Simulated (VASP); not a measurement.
# Zr2AlN3 (P6_3mc) in VASP: further runs, part 3 of 3

VASP 6.6.1. The steps go on from the part before.

### Step 5. Single point, PBE, collinear spin, ferromagnetic start

This run uses another cell than the first one, of 13.90 Å³/atom, 1.039 times its volume.

The input, INCAR:

```
SYSTEM = Zr2AlN3
PREC     = Accurate       ! precision mode
ENCUT    = 520            ! plane-wave cutoff, eV
EDIFF    = 1E-6           ! SCF threshold, eV
ISMEAR   = 0              ! smearing method
SIGMA    = 0.1            ! smearing width, eV
LREAL    = .FALSE.        ! projectors in reciprocal space
LASPH    = .TRUE.         ! aspherical terms in the spheres
NELM     = 150            ! most SCF steps
ALGO     = Normal         ! electronic algorithm
ISIF     = 2              ! what is computed and relaxed
LWAVE    = .FALSE.        ! write WAVECAR
LCHARG   = .FALSE.        ! write CHGCAR
ISPIN    = 2              ! spin polarisation
MAGMOM   = 1 1 1 1 0 0 0 0 0 0 0 0 ! initial moments
LORBIT   = 11             ! projections on sites
LMAXMIX  = 4              ! l up to which the mixer works
GGA      = PE             ! functional
NBANDS   = 58             ! bands
```

The input, KPOINTS:

```
Automatic mesh
0
G
  6 6 1
  0 0 0
```

The input, POSCAR:

```
Zr2AlN3
1.0
    3.4023249821      0.0000000000      0.0000000000
   -1.7011624911      2.9464998664      0.0000000000
    0.0000000000      0.0000000000     16.6394274964
Zr Al N
4 2 6
Direct
    0.3333333333      0.6666666667      0.0042365663
    0.3333333333      0.6666666667      0.3299103127
    0.6666666667      0.3333333333      0.5042365663
    0.6666666667      0.3333333333      0.8299103127
    0.3333333333      0.6666666667      0.6664413423
    0.6666666667      0.3333333333      0.1664413423
    0.3333333333      0.6666666667      0.1386072408
    0.3333333333      0.6666666667      0.4602895150
    0.3333333333      0.6666666667      0.7805150230
    0.6666666667      0.3333333333      0.2805150230
    0.6666666667      0.3333333333      0.6386072408
    0.6666666667      0.3333333333      0.9602895150
```

Potentials or basis: VASP PAW PBE potentials, release 64 (Zr_sv, Al, N).

The run is started by

```bash
cat potpaw_PBE.64/Zr_sv/POTCAR potpaw_PBE.64/Al/POTCAR potpaw_PBE.64/N/POTCAR > POTCAR
mpirun -np 1 vasp_std > vasp.out
```

OUTCAR:

```text
SYSTEM = Zr2AlN3
   PREC = Accurate
   ENCUT = 520
   EDIFF = 1E-6
   ISMEAR = 0
   LREAL = .FALSE.
   LASPH = .TRUE.
   NELM = 150
   ISIF = 2
   ISPIN = 2
   LORBIT = 11
   GGA = PE

 ion  position               nearest neighbor table
   1  0.333  0.667  0.004-  12 2.10  12 2.10  12 2.10   7 2.24   6 3.34   6 3.34   6 3.34   4 3.50
                             4 3.50   4 3.50
   2  0.333  0.667  0.330-  10 2.13  10 2.13  10 2.13   8 2.17   6 3.36   6 3.36   6 3.36   3 3.50
                             3 3.50   3 3.50
   3  0.667  0.333  0.504-   8 2.10   8 2.10   8 2.10  11 2.24   5 3.34   5 3.34   5 3.34   2 3.50
                             2 3.50   2 3.50
   4  0.667  0.333  0.830-   9 2.13   9 2.13   9 2.13  12 2.17   5 3.36   5 3.36   5 3.36   1 3.50
                             1 3.50   1 3.50
   5  0.333  0.667  0.666-   9 1.90  11 2.02  11 2.02  11 2.02   3 3.34   3 3.34   3 3.34   4 3.36
                             4 3.36   4 3.36
   6  0.667  0.333  0.166-  10 1.90   7 2.02   7 2.02   7 2.02   1 3.34   1 3.34   1 3.34   2 3.36
                             2 3.36   2 3.36
   7  0.333  0.667  0.139-   6 2.02   6 2.02   6 2.02   1 2.24
   8  0.333  0.667  0.460-   3 2.10   3 2.10   3 2.10   2 2.17
   9  0.333  0.667  0.781-   5 1.90   4 2.13   4 2.13   4 2.13
  10  0.667  0.333  0.281-   6 1.90   2 2.13   2 2.13   2 2.13
  11  0.667  0.333  0.639-   5 2.02   5 2.02   5 2.02   3 2.24
  12  0.667  0.333  0.960-   1 2.10   1 2.10   1 2.10   4 2.17

  LATTYP: Found a hexagonal cell.
 ALAT       =     3.4023249821
[... 1036 lines left out ...]
      1.70116      0.98217      8.39021         0.000000     -0.000000     -0.000667
      1.70116      0.98217     13.80923         0.000000      0.000000      0.030378
     -0.00000      1.96433     11.08920         0.000000      0.000000      0.031766
      1.70116      0.98217      2.76949         0.000000      0.000000      0.031766
     -0.00000      1.96433      2.30635         0.000000     -0.000000     -0.006050
     -0.00000      1.96433      7.65895        -0.000000     -0.000000     -0.002415
     -0.00000      1.96433     12.98732        -0.000000      0.000000     -0.053011
      1.70116      0.98217      4.66761         0.000000     -0.000000     -0.053011
      1.70116      0.98217     10.62606        -0.000000      0.000000     -0.006050
      1.70116      0.98217     15.97867         0.000000      0.000000     -0.002415
 -----------------------------------------------------------------------------------
    total drift:                                0.000000      0.000000     -0.001453

  FREE ENERGIE OF THE ION-ELECTRON SYSTEM (eV)
  ---------------------------------------------------
  free  energy   TOTEN  =      -105.8658340485 eV

  energy  without entropy=     -105.8381939739  energy(sigma->0) =     -105.85201401

 total charge

# of ion       s       p       d       tot
------------------------------------------
    1        2.192   6.033   1.716   9.941
    2        2.186   6.019   1.703   9.908
    3        2.192   6.033   1.716   9.941
    4        2.186   6.019   1.703   9.908
    5        0.352   0.363   0.000   0.716
    6        0.352   0.363   0.000   0.716
    7        1.232   2.469   0.000   3.702
    8        1.269   2.491   0.000   3.760
    9        1.254   2.530   0.000   3.784
   10        1.254   2.530   0.000   3.784
   11        1.232   2.469   0.000   3.702
   12        1.269   2.491   0.000   3.760
--------------------------------------------------
tot         16.972  39.810   6.838  63.620

 magnetization (x)

# of ion       s       p       d       tot
------------------------------------------
    1        0.000  -0.000   0.003   0.003
    2        0.001   0.006   0.081   0.088
    3        0.000  -0.000   0.003   0.003
    4        0.001   0.006   0.081   0.088
    5        0.000   0.000   0.000   0.001
    6        0.000   0.000   0.000   0.001
    7        0.001  -0.001   0.000   0.000
    8        0.000   0.008   0.000   0.009
    9        0.000   0.002   0.000   0.002
   10        0.000   0.002   0.000   0.002
   11        0.001  -0.001   0.000   0.000
   12        0.000   0.008   0.000   0.009
--------------------------------------------------
tot          0.006   0.032   0.168   0.206
```

OSZICAR:

```text
N       E                     dE             d eps       ncg     rms          rms(c)
DAV:   1     0.726567311390E+03    0.72657E+03   -0.43370E+04  1632   0.141E+03
DAV:   2    -0.559440829356E+02   -0.78251E+03   -0.75367E+03  1972   0.398E+02
DAV:   3    -0.120934051381E+03   -0.64990E+02   -0.64207E+02  2304   0.102E+02
DAV:   4    -0.126022384460E+03   -0.50883E+01   -0.50754E+01  2512   0.233E+01
DAV:   5    -0.126212225335E+03   -0.18984E+00   -0.18981E+00  2158   0.410E+00    0.479E+01
DAV:   6    -0.105474964776E+03    0.20737E+02   -0.12067E+02  1994   0.391E+01    0.190E+01
DAV:   7    -0.105650759585E+03   -0.17579E+00   -0.10882E+01  2070   0.115E+01    0.128E+01
DAV:   8    -0.105747739386E+03   -0.96980E-01   -0.79348E-01  2120   0.364E+00    0.520E+00
DAV:   9    -0.105771657714E+03   -0.23918E-01   -0.10641E-01  2288   0.119E+00    0.143E+00
DAV:  10    -0.105791791252E+03   -0.20134E-01   -0.39363E-02  2038   0.736E-01    0.111E+00
DAV:  11    -0.105832997521E+03   -0.41206E-01   -0.31220E-02  1980   0.693E-01    0.610E-01
DAV:  12    -0.105853694113E+03   -0.20697E-01   -0.11901E-02  1994   0.380E-01    0.460E-01
DAV:  13    -0.105863293459E+03   -0.95993E-02   -0.11545E-02  1962   0.354E-01    0.205E-01
DAV:  14    -0.105865545831E+03   -0.22524E-02   -0.45544E-03  2134   0.235E-01    0.856E-02
DAV:  15    -0.105865812224E+03   -0.26639E-03   -0.94204E-04  2046   0.108E-01    0.395E-02
DAV:  16    -0.105865833042E+03   -0.20818E-04   -0.13521E-04  2190   0.449E-02    0.161E-02
DAV:  17    -0.105865834547E+03   -0.15048E-05   -0.16947E-05  2070   0.175E-02    0.722E-03
DAV:  18    -0.105865834049E+03    0.49813E-06   -0.23944E-06  1462   0.673E-03
   1 F= -.10586583E+03 E0= -.10585201E+03  d E =-.276401E-01  mag=     0.3899
```

Run time: 3.7 min. Hardware: 1 thread of Intel Xeon Platinum 8488C (Sapphire Rapids), shared host; peak memory 0.43 GiB.

Results:

| Property | Result |
| --- | --- |
| Free energy | -105.8658 eV |
| Pressure | 0.2 GPa |
| Largest force | 0.053 eV/Å |
| Net moment | 0.39 μB per cell |
| Site moments | Zr +0.00, +0.09; Al +0.00; N +0.00, +0.01 μB |
| Valence electrons inside the program's atomic spheres | Zr 9.94, 9.91; Al 0.72; N 3.70, 3.76, 3.78 |

Forces on the atoms (eV/Å):
```
Zr   0.000  0.000 -0.001
Zr   0.000  0.000  0.030
Zr   0.000  0.000 -0.001
Zr   0.000  0.000  0.030
Al   0.000  0.000  0.032
Al   0.000  0.000  0.032
N    0.000  0.000 -0.006
N    0.000  0.000 -0.002
N    0.000  0.000 -0.053
N    0.000  0.000 -0.053
N    0.000  0.000 -0.006
N    0.000  0.000 -0.002
```

Caveat: the k points lie up to 0.38 Å⁻¹ apart.

### Step 6. Summary

| task | spin | cell | cutoff (eV) | gap on the mesh (eV) | pressure (GPa) | largest force (eV/Å) |
| --- | --- | --- | --- | --- | --- | --- |
| single point | off | a = 3.381, b = 3.381, c = 16.227 Å, angles 90.0, 90.0, 120.0°, 12 atoms | 520 | none | 12.5 | 3.35 |
| single point | off | a = 3.402, b = 3.402, c = 16.639 Å, angles 90.0, 90.0, 120.0°, 12 atoms | 520 | none | 0.2 | 0.03 |
| relaxation of cell and atoms | off | relaxed from a = 3.381, b = 3.381, c = 16.227 Å, angles 90.0, 90.0, 120.0°, 12 atoms | 600 | none | 0.2 | 0.03 |
| single point | collinear, ferromagnetic start | a = 3.402, b = 3.402, c = 16.639 Å, angles 90.0, 90.0, 120.0°, 12 atoms | 520 | none | 0.2 | 0.05 |

Alike in all rows: level PBE; potentials or basis VASP PAW PBE potentials, release 64 (Zr_sv, Al, N); k mesh 6 × 6 × 1; smearing gaussian 0.1 eV.

Caveats: all runs use coarse meshes; forces of over 1 eV/Å act on the atoms, so gaps and moduli don't describe the material at rest (some runs).

Total energies depend on the potentials used, so only differences within one code and one set of settings carry meaning.
